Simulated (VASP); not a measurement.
# Si4Ge (P-1) in VASP: relaxation of cell and atoms with PBE

Aim: the relaxation of cell and atoms of Si4Ge with PBE.

Program: VASP 6.6.1. These are calculated values, not measurements. Logs are shortened: lines on timing, memory, paths and dates and some standing lists are left out, and cuts for length are marked.

### 1 The cell of the first run

The typed cell holds 10 atoms: a = 5.267 Å, b = 5.403 Å, c = 6.166 Å, α = 74.44°, β = 72.45°, γ = 83.54°.

### 2 Relaxation of cell and atoms, PBE

The input, INCAR:

```
PREC = Accurate
ENCUT = 600
EDIFF = 1E-6
ISMEAR = 0
SIGMA = 0.1
LREAL = F
LASPH = T
NELM = 80
ALGO = Normal
ISIF = 3
LWAVE = F
LCHARG = F
GGA = PE
IBRION = 2
NSW = 90
EDIFFG = -0.04
```

The input, KPOINTS:

```
regular mesh
0
Gamma
  4 4 4
```

The input, POSCAR:

```
Si4Ge
1.0
    5.2671505975      0.0000000000      0.0000000000
    0.6080342469      5.3686218524      0.0000000000
    1.8596215653      1.4544508059      5.6961511902
Si Ge
8 2
Direct
    0.7115763449      0.0125129642      0.3042949176
    0.7199404449      0.0170009679      0.8192639338
    0.2884236551      0.9874870358      0.6957050824
    0.2800595551      0.9829990321      0.1807360662
    0.9970693236      0.7116673716      0.5770981079
    0.9971979888      0.7042273659      0.0788734546
    0.0029306764      0.2883326284      0.4229018921
    0.0028020112      0.2957726341      0.9211265454
    0.4996153290      0.4972092675      0.7164614539
    0.5003846710      0.5027907325      0.2835385461
```

Potentials or basis: VASP PAW PBE potentials, release 64 (Si, Ge_d).

Started as:

```console
$ cat potpaw_PBE.64/Si/POTCAR potpaw_PBE.64/Ge_d/POTCAR > POTCAR
$ mpirun -np 1 vasp_std > vasp.out
```

OUTCAR:

```text
PREC = Accurate
   ENCUT = 600
   EDIFF = 1E-6
   ISMEAR = 0
   LREAL = F
   LASPH = T
   NELM = 80
   ISIF = 3
   GGA = PE
   IBRION = 2
   NSW = 90
   EDIFFG = -0.04

 ion  position               nearest neighbor table
   1  0.712  0.013  0.304-   6 2.53   8 2.58   7 2.62   4 2.64   5 2.69   3 2.73  10 2.74   4 2.86
                             2 2.97
   2  0.720  0.017  0.819-   8 2.54   5 2.56   7 2.59   6 2.64   3 2.64   4 2.67   9 2.71   3 2.86
                             1 2.97
   3  0.288  0.987  0.696-   8 2.53   6 2.58   5 2.62   2 2.64   7 2.69   1 2.73   9 2.74   2 2.86
                             4 2.97
   4  0.280  0.983  0.181-   6 2.54   7 2.56   5 2.59   8 2.64   1 2.64   2 2.67  10 2.71   1 2.86
                             3 2.97
   5  0.997  0.712  0.577-   2 2.56   4 2.59   3 2.62   8 2.65   1 2.69   7 2.70   9 2.78   7 3.00
                            10 3.02   6 3.08   6 3.08
   6  0.997  0.704  0.079-   1 2.53   4 2.54   3 2.58   8 2.63   2 2.64   7 2.65  10 2.75   8 3.08
                             5 3.08   5 3.08
   7  0.003  0.288  0.423-   4 2.56   2 2.59   1 2.62   6 2.65   3 2.69   5 2.70  10 2.78   5 3.00
                             9 3.02   8 3.08   8 3.08
   8  0.003  0.296  0.921-   3 2.53   2 2.54   1 2.58   6 2.63   4 2.64   5 2.65   9 2.75   6 3.08
                             7 3.08   7 3.08
   9  0.500  0.497  0.716-  10 2.66   2 2.71   3 2.74   8 2.75   5 2.78   7 3.02
  10  0.500  0.503  0.284-   9 2.66   4 2.71   1 2.74   6 2.75   7 2.78   5 3.02

  LATTYP: Found a triclinic cell.
 ALAT       =     5.2671505975
 B/A-ratio  =     1.3495737347
 C/A-ratio  =     1.1706550359
 COS(alpha) =     0.0195251178
 COS(beta)  =     0.3015920577
 COS(gamma) =     0.6554373754

  Lattice vectors:

 A1 = (  -5.2671505975,   0.0000000000,   0.0000000000)
 A2 = (  -4.6591163506,   5.3686218524,   0.0000000000)
 A3 = (  -1.8596215653,  -1.4544508059,  -5.6961511902)

Analysis of symmetry for initial positions (statically):
=====================================================================
 Subroutine PRICEL returns:
 Original cell was already a primitive cell.

 Routine SETGRP: Setting up the symmetry group for a
 triclinic supercell.

 Subroutine GETGRP returns: Found  2 space group operations
 (whereof  2 operations were pure point group operations)
 out of a pool of  2 trial point group operations.

The static configuration has the point symmetry S_2 .

Analysis of symmetry for dynamics (positions and initial velocities):
=====================================================================
 Subroutine PRICEL returns:
 Original cell was already a primitive cell.

 Routine SETGRP: Setting up the symmetry group for a
 triclinic supercell.

 Subroutine GETGRP returns: Found  2 space group operations
[... 141 lines left out ...]
  Fermi-wavevector in a.u.,A,eV,Ry     =   1.177928  2.225960 18.878263  1.387513
  Thomas-Fermi vector in A             =   2.314265
   LORBIT       =      0    0 simple, 1 ext, 2 COOP (PROOUT), +10 PAW based schemes
   GGA     = PE    functional components
   LHFCALC =     F    Hartree Fock is set to
   AEXX    =    0.0000 exact exchange contribution
   IVDW    =     0    specifies the selected vdW correction
   LEPSILON=     F    determine dielectric tensor
   LRPA    =     F    only Hartree local field effects (RPA)
 conjugate gradient relaxation of ions
 non-spin polarized calculation
 Gauss-broadening in eV      SIGMA  =   0.10
  energy-cutoff  :      600.00
  volume of cell :      161.07
 maximum number of plane-waves:      5393
   NGX = 21   NGY = 21   NGZ = 25

--------------------------------------- Ionic step        1  -------------------------------------------

 number of electron      59.9999993 magnetization

 Free energy of the ion-electron system (eV)
  ---------------------------------------------------
  ext. energy  EPLUGINS =         0.00000000
  ---------------------------------------------------
  free energy    TOTEN  =       -48.04020720 eV

  energy without entropy =      -48.02889232  energy(sigma->0) =      -48.03454976

------------------------ aborting loop because EDIFF is reached ----------------------------------------

  FORCE on cell =-STRESS in cart. coord.  units (eV):
  Direction    XX          YY          ZZ          XY          YZ          ZX
  --------------------------------------------------------------------------------------
  -------------------------------------------------------------------------------------
  Total        1.7570691      0.3754856     -1.6736112     -0.5162789      0.5225585     -0.3913174
  in kB       17.4775017      3.7349413    -16.6473499     -5.1354076      5.1978701     -3.8924201
  external PRESSURE =       1.5216977 kB  Pullay stress =       0.0000000 kB
[... 113 lines left out ...]
  FREE ENERGIE OF THE ION-ELECTRON SYSTEM (eV)
  ---------------------------------------------------
  free  energy   TOTEN  =       -48.0735148026 eV

  energy  without entropy=      -48.0646776377  energy(sigma->0) =      -48.06909622

[... ionic steps 4 to 16 ...]

--------------------------------------- Ionic step       17  -------------------------------------------

 number of electron      59.9999987 magnetization

------------------------ aborting loop because EDIFF is reached ----------------------------------------
[... 83 lines left out ...]
--------------------------------------- Ionic step       19  -------------------------------------------

 number of electron      59.9999988 magnetization

 Free energy of the ion-electron system (eV)
  ---------------------------------------------------
  ext. energy  EPLUGINS =         0.00000000
  ---------------------------------------------------
  free energy    TOTEN  =       -48.11287802 eV

  energy without entropy =      -48.10289395  energy(sigma->0) =      -48.10788599

 E-fermi :   8.5269     XC(G=0): -10.9320

 val. band max:        8.4928046549   @ k =   0.5000   0.5000  -0.0000
 cond. band min:       8.5330666548   @ k =   0.5000  -0.0000   0.2500
 fundamental gap:      0.0402619999
 Fermi energy:         8.5268889535

 k-point     1 :       0.0000    0.0000    0.0000
  band No.  band energies     occupation
      1     -16.1773      2.00000
      2     -16.1351      2.00000
      3     -16.1287      2.00000
      4     -16.1258      2.00000
      5     -16.1160      2.00000
      6     -16.1158      2.00000
[... 925 lines left out ...]
     35      10.7298      0.00000
     36      11.0015      0.00000

 [... further k-points ...]
[... 5 lines left out ...]
  --------------------------------------------------------------------------------------
  -------------------------------------------------------------------------------------
  Total        0.0784543      0.0708033     -0.0686142     -0.0593309     -0.0402181     -0.0344091
  in kB        0.7758201      0.7001609     -0.6785131     -0.5867126     -0.3977091     -0.3402649
  external PRESSURE =       0.2658226 kB  Pullay stress =       0.0000000 kB
[... 25 lines left out ...]
  FREE ENERGIE OF THE ION-ELECTRON SYSTEM (eV)
  ---------------------------------------------------
  free  energy   TOTEN  =       -48.1128780247 eV

  energy  without entropy=      -48.1028939460  energy(sigma->0) =      -48.10788599

 reached required accuracy - stopping structural energy minimisation
```

CONTCAR:

```text
Si4Ge
   1.00000000000000
     5.3399297792586244   -0.0263126152584803    0.0060758357809769
     0.5897228610449764    5.3701982716062044    0.0145103951467330
     1.8843787873078006    1.4611997520062805    5.6527737215912079
  Si              Ge
     8     2
Direct
     0.7035391975323486    0.0263132105317911    0.2788320984275439
     0.7236668164043997    0.0346431147307738    0.8140757478919987
     0.2964608024676516    0.9736867894682091    0.7211679015724490
     0.2763331835956006    0.9653568852692260    0.1859242521080012
     0.9814692635114426    0.7181441967766719    0.5832809491894538
     0.9752061067101689    0.6912045252437373    0.0903401802534495
     0.0185307364885574    0.2818558032233283    0.4167190508105463
     0.0247938932898240    0.3087954747562626    0.9096598197465505
     0.5082550670148531    0.5039839367975568    0.7089612164084428
     0.4917449329851469    0.4960160632024431    0.2910387835915573

  0.00000000E+00  0.00000000E+00  0.00000000E+00
  0.00000000E+00  0.00000000E+00  0.00000000E+00
  0.00000000E+00  0.00000000E+00  0.00000000E+00
  0.00000000E+00  0.00000000E+00  0.00000000E+00
  0.00000000E+00  0.00000000E+00  0.00000000E+00
  0.00000000E+00  0.00000000E+00  0.00000000E+00
  0.00000000E+00  0.00000000E+00  0.00000000E+00
  0.00000000E+00  0.00000000E+00  0.00000000E+00
  0.00000000E+00  0.00000000E+00  0.00000000E+00
  0.00000000E+00  0.00000000E+00  0.00000000E+00
```

Run time: 30 min. Hardware: 1 thread of Intel Xeon Platinum 8488C (Sapphire Rapids), shared host; peak memory 0.46 GiB.

What came out:

| Quantity | Value |
| --- | --- |
| Free energy | -48.1129 eV |
| Relaxed volume | 16.20 Å³/atom |
| Relaxed cell | a = 5.340 Å, b = 5.403 Å, c = 6.135 Å, α = 74.17°, β = 72.12°, γ = 84.02° |
| Space group after relaxing (to 0.1 Å) | P-1 (No. 2) |
| Energy gained by relaxing | 7.3 meV/atom |
| Ionic steps | 19 |
| Pressure after relaxing | 0.0 GPa |
| Largest force after relaxing | 0.035 eV/Å |
| Band gap on the k mesh | zero (bands 30 and 31 overlap by 1.75 eV) |

Forces on the atoms (eV/Å):
```
Si  -0.015 -0.015 -0.027
Si   0.015 -0.002  0.022
Si   0.015  0.015  0.027
Si  -0.015  0.002 -0.022
Si  -0.002 -0.005  0.022
Si  -0.004 -0.006  0.002
Si   0.002  0.005 -0.022
Si   0.004  0.006 -0.002
Ge   0.025  0.004  0.024
Ge  -0.025 -0.004 -0.024
```

Stress tensor (GPa, compression positive):
```
 0.08 -0.06 -0.03
-0.06  0.07 -0.04
-0.03 -0.04 -0.07
```

The path:
```tsv
step	energy change (eV)	largest force (eV/Å)	pressure (GPa)	volume (Å³)
1	0.0000	0.2867	0.15	161.07
2	-0.0325	0.1561	-0.25	161.42
3	-0.0333	0.1384	-0.35	161.47
4	-0.0406	0.0891	-0.03	160.67
5	-0.0424	0.0744	0.38	159.77
6	-0.0426	0.0729	0.34	159.97
7	-0.0457	0.0832	0.02	160.54
8	-0.0462	0.0979	-0.24	160.99
9	-0.0488	0.0841	-0.17	160.95
10	-0.0532	0.1055	-0.08	160.83
11	-0.0535	0.1226	0.02	160.79
12	-0.0580	0.1060	0.06	160.80
13	-0.0612	0.0647	0.23	160.82
14	-0.0642	0.0536	0.07	161.27
15	-0.0668	0.0701	-0.27	162.26
16	-0.0704	0.0605	-0.15	162.14
17	-0.0712	0.0531	-0.03	162.05
18	-0.0712	0.0516	0.01	162.03
19	-0.0727	0.0354	0.03	162.02
```

Final structure:
```
Si Ge
1.0
     5.33993   -0.02631    0.00608
     0.58972    5.37020    0.01451
     1.88438    1.46120    5.65277
Si Ge
8 2
Direct
  0.70354 0.02631 0.27883
  0.72367 0.03464 0.81408
  0.29646 0.97369 0.72117
  0.27633 0.96536 0.18592
  0.98147 0.71814 0.58328
  0.97521 0.69120 0.09034
  0.01853 0.28186 0.41672
  0.02479 0.30880 0.90966
  0.50826 0.50398 0.70896
  0.49174 0.49602 0.29104
```
